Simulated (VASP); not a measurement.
# N2 in VASP: single point with r2SCAN

Aim: the single point of N2 with r2SCAN.

Program: VASP 6.6.1. These are calculated values, not measurements. Logs are shortened: lines on timing, memory, paths and dates and some standing lists are left out, and cuts for length are marked.

## Step 1: The cell of the first run

The cell holds a molecule in a box, 2 atoms: a = 15.000 Å, b = 15.500 Å, c = 16.000 Å, α = 90.00°, β = 90.00°, γ = 90.00°.

## Step 2: Single point, r2SCAN

File POSCAR:

```
N
1.0
   15.0000000000      0.0000000000      0.0000000000
    0.0000000000     15.5000000000      0.0000000000
    0.0000000000      0.0000000000     16.0000000000
N
2
Direct
    0.5018433300      0.4990231018      0.4658994398
    0.4981566700      0.5009768982      0.5341005602
```

File INCAR.step1:

```
SYSTEM = N
PREC = Accurate
ENCUT = 1080
ISMEAR = 0
SIGMA = 0.005
LREAL = .FALSE.
LASPH = .TRUE.
NELM = 120
ISYM = 0
NBANDS = 12
GGA = PE
ALGO = Normal
EDIFF = 1E-5
LWAVE = .TRUE.
LCHARG = .FALSE.
GGA_COMPAT = .FALSE.
NELMDL = -8
```

File INCAR.step2:

```
SYSTEM = N
PREC = Accurate
ENCUT = 1080
EDIFF = 1E-6
ISMEAR = 0
SIGMA = 0.005
LREAL = .FALSE.
LASPH = .TRUE.
NELM = 120
ALGO = Normal
ISIF = 2
LWAVE = .FALSE.
LCHARG = .FALSE.
METAGGA = R2SCAN
LMIXTAU = .TRUE.
ISYM = 0
NBANDS = 12
ISTART = 1
GGA_COMPAT = .FALSE.
```

File KPOINTS:

```
Automatic mesh
0
G
  1 1 1
  0 0 0
```

Potentials or basis: VASP PAW PBE potentials, release 64 (N_h).

Started as:

```
$ cat potpaw_PBE.64/N_h/POTCAR > POTCAR
$ cp INCAR.step1 INCAR
$ mpirun -np 1 vasp_gam > vasp.out
$ cp INCAR.step2 INCAR
$ mpirun -np 1 vasp_gam > vasp.out
```

OUTCAR:

```text
SYSTEM = N
   PREC = Accurate
   ENCUT = 1080
   EDIFF = 1E-6
   ISMEAR = 0
   LREAL = .FALSE.
   LASPH = .TRUE.
   NELM = 120
   ISIF = 2
   METAGGA = R2SCAN
   ISYM = 0
   ISTART = 1

 ion  position               nearest neighbor table
   1  0.502  0.499  0.466-   2 1.09
   2  0.498  0.501  0.534-   1 1.09

IMPORTANT INFORMATION: All symmetrisations will be switched off!
NOSYMM: (Re-)initialisation of all symmetry stuff for point group C_1.

----------------------------------------------------------------------------------------

                                     Primitive cell

  volume of cell :    3720.0000

  direct lattice vectors                    reciprocal lattice vectors
    15.000000000  0.000000000  0.000000000     0.066666667  0.000000000  0.000000000
     0.000000000 15.500000000  0.000000000     0.000000000  0.064516129  0.000000000
     0.000000000  0.000000000 16.000000000     0.000000000  0.000000000  0.062500000

  length of vectors
    15.000000000 15.500000000 16.000000000     0.066666667  0.064516129  0.062500000

  position of ions in fractional coordinates (direct lattice)
     0.501843330  0.499023102  0.465899440
     0.498156670  0.500976898  0.534100560

  ion indices of the primitive-cell ions
   primitive index   ion index
                 1           1
                 2           2

----------------------------------------------------------------------------------------

 KPOINTS: Automatic mesh

Automatic generation of k-mesh.
 Grid dimensions read from file:
 generate k-points for:    1    1    1

 Generating k-lattice:

  Cartesian coordinates                     Fractional coordinates (reciprocal lattice)
     0.066666667  0.000000000  0.000000000     1.000000000  0.000000000  0.000000000
     0.000000000  0.064516129  0.000000000     0.000000000  1.000000000  0.000000000
     0.000000000  0.000000000  0.062500000     0.000000000  0.000000000  1.000000000

  Length of vectors
     0.066666667  0.064516129  0.062500000

  Shift w.r.t. Gamma in fractional coordinates (k-lattice)
     0.000000000  0.000000000  0.000000000

 Subroutine IBZKPT returns following result:
 ===========================================

 Found      1 irreducible k-points:

 Following reciprocal coordinates:
            Coordinates               Weight
  0.000000  0.000000  0.000000      1.000000
   k-points           NKPTS =      1   k-points in BZ     NKDIM =      1   number of bands    NBANDS=     12
   number of dos      NEDOS =    301   number of ions     NIONS =      2
   total plane-waves  NPLWV = ******
   dimension x,y,z NGX =   162 NGY =  168 NGZ =  180
   dimension x,y,z NGXF=   324 NGYF=  336 NGZF=  360
   ions per type =               2
   NGX,Y,Z   is equivalent  to a cutoff of  17.95, 18.02, 18.70 a.u.
   NGXF,Y,Z  is equivalent  to a cutoff of  35.91, 36.04, 37.41 a.u.
 SYSTEM =  N
   PREC   = accura    normal or accurate (medium, high low for compatibility)
   ISTART =      1    job   : 0-new  1-cont  2-samecut
   ICHARG =      0    charge: 1-file 2-atom 10-const
   ISPIN  =      1    spin polarized calculation?
   LNONCOLLINEAR =      F non collinear calculations
   LSORBIT =      F    spin-orbit coupling
   LASPH  =      T    aspherical Exc in radial PAW
   ENCUT  = 1080.0 eV  79.38 Ry    8.91 a.u.  40.19 41.53 42.87*2*pi/ulx,y,z
   NELM   =    120;   NELMIN=  2; NELMDL=  0     # of ELM steps
   EDIFF  = 0.1E-05   stopping-criterion for ELM
   LREAL  =      F    real-space projection
   EDIFFG = 0.1E-04   stopping-criterion for IOM
   NSW    =      0    number of steps for IOM
   IBRION =     -1    ionic relax: 0-MD 1-quasi-New 2-CG
   NFREE  =      0    steps in history (QN), initial steepest desc. (CG)
   ISIF   =      2    stress and relaxation
   ISYM   =      0    0-nonsym 1-usesym 2-fastsym
   POTIM  = 0.5000    time-step for ionic-motion
   TEBEG  =    0.0;   TEEND  =   0.0 temperature during run
   PSTRESS=    0.0 pullay stress
   NELECT =      10.0000    total number of electrons
   NUPDOWN=      -1.0000    fix difference up-down
   EMIN   =  10.00;   EMAX   =-10.00  energy-range for DOS
   EFERMI =   0.00;   METHOD = LEGACY
   ISMEAR =     0;   SIGMA  =   0.01  broadening in eV -4-tet -1-fermi 0-gaus
   EFERMI_NEDOS =   21; number of points for ismear=-14 and -15
   IALGO  =     38    algorithm
   IMIX   =      4    mixing-type and parameters
     AMIX     =   0.40;   BMIX     =  1.00
     AMIX_MAG =   1.60;   BMIX_MAG =  1.00
  volume/ion in A,a.u.               =    1860.00     12551.90
  Fermi-wavevector in a.u.,A,eV,Ry     =   0.227629  0.430156  0.704984  0.051815
  Thomas-Fermi vector in A             =   1.017343
   LORBIT       =      0    0 simple, 1 ext, 2 COOP (PROOUT), +10 PAW based schemes
   METAGGA = R2SCAN    functional components
   LHFCALC =     F    Hartree Fock is set to
   AEXX    =    0.0000 exact exchange contribution
   IVDW    =     0    specifies the selected vdW correction
   LEPSILON=     F    determine dielectric tensor
   LRPA    =     F    only Hartree local field effects (RPA)
 non-spin polarized calculation
 Gauss-broadening in eV      SIGMA  =   0.01
  energy-cutoff  :     1080.00
  volume of cell :     3720.00
 maximum number of plane-waves:    149904
 NGX is ok and might be reduce to   162
   NGX = 81   NGY = 83   NGZ = 85

 number of electron      10.0000000 magnetization

 Free energy of the ion-electron system (eV)
  ---------------------------------------------------
  ext. energy  EPLUGINS =         0.00000000
  ---------------------------------------------------
  free energy    TOTEN  =       -18.42132532 eV

  energy without entropy =      -18.42132532  energy(sigma->0) =      -18.42132532

 E-fermi : -10.6564     XC(G=0):  -0.0926

 val. band max:      -10.6943499277   @ k =   0.0000   0.0000   0.0000
 cond. band min:      -1.5444665568   @ k =   0.0000   0.0000   0.0000
 fundamental gap:      9.1498833709
 Fermi energy:       -10.6563610174

 k-point     1 :       0.0000    0.0000    0.0000
  band No.  band energies     occupation
      1     -29.6639      2.00000
      2     -14.1989      2.00000
      3     -11.9743      2.00000
      4     -11.9743      2.00000
      5     -10.6943      2.00000
      6      -1.5445      0.00000
      7      -1.5445      0.00000
      8       0.0448      0.00000
      9       0.6217      0.00000
     10       0.6347      0.00000
     11       0.6535      0.00000
     12       0.6754      0.00000

------------------------ aborting loop because EDIFF is reached ----------------------------------------

  FORCE on cell =-STRESS in cart. coord.  units (eV):
  Direction    XX          YY          ZZ          XY          YZ          ZX
  --------------------------------------------------------------------------------------
  -------------------------------------------------------------------------------------
  Total       -0.0142466     -0.0144520     -0.0148537     -0.0000271     -0.0000369      0.0000898
  in kB       -0.0061359     -0.0062244     -0.0063974     -0.0000117     -0.0000159      0.0000387
  external PRESSURE =      -0.0062525 kB  Pullay stress =       0.0000000 kB

 VOLUME and BASIS-vectors are now :
 -----------------------------------------------------------------------------
  energy-cutoff  :     1080.00
  volume of cell :     3720.00
      direct lattice vectors                 reciprocal lattice vectors
    15.000000000  0.000000000  0.000000000     0.066666667  0.000000000  0.000000000
     0.000000000 15.500000000  0.000000000     0.000000000  0.064516129  0.000000000
     0.000000000  0.000000000 16.000000000     0.000000000  0.000000000  0.062500000

 POSITION                                       TOTAL-FORCE (eV/Angst)
 -----------------------------------------------------------------------------------
      7.52765      7.73486      7.45439         0.000121     -0.000543     -0.007940
      7.47235      7.76514      8.54561        -0.000121      0.000543      0.007940
 -----------------------------------------------------------------------------------
    total drift:                               -0.000000      0.000000      0.000002

  FREE ENERGIE OF THE ION-ELECTRON SYSTEM (eV)
  ---------------------------------------------------
  free  energy   TOTEN  =       -18.4213253219 eV

  energy  without entropy=      -18.4213253219  energy(sigma->0) =      -18.42132532
```

It took 42 min on 1 thread of AMD EPYC 7R43 (Zen 3), shared host; peak memory 7.2 GiB.

What came out:

* Free energy: -18.4213 eV
* Largest force: 0.008 eV/Å
* Gap between the frontier levels: 9.15 eV

Forces in eV/Å, atoms in the order of the input:
```
N    0.000 -0.001 -0.008
N    0.000  0.001  0.008
```

Caveat: the PAW data sets were made with another functional, which shifts forces and pressure a little.
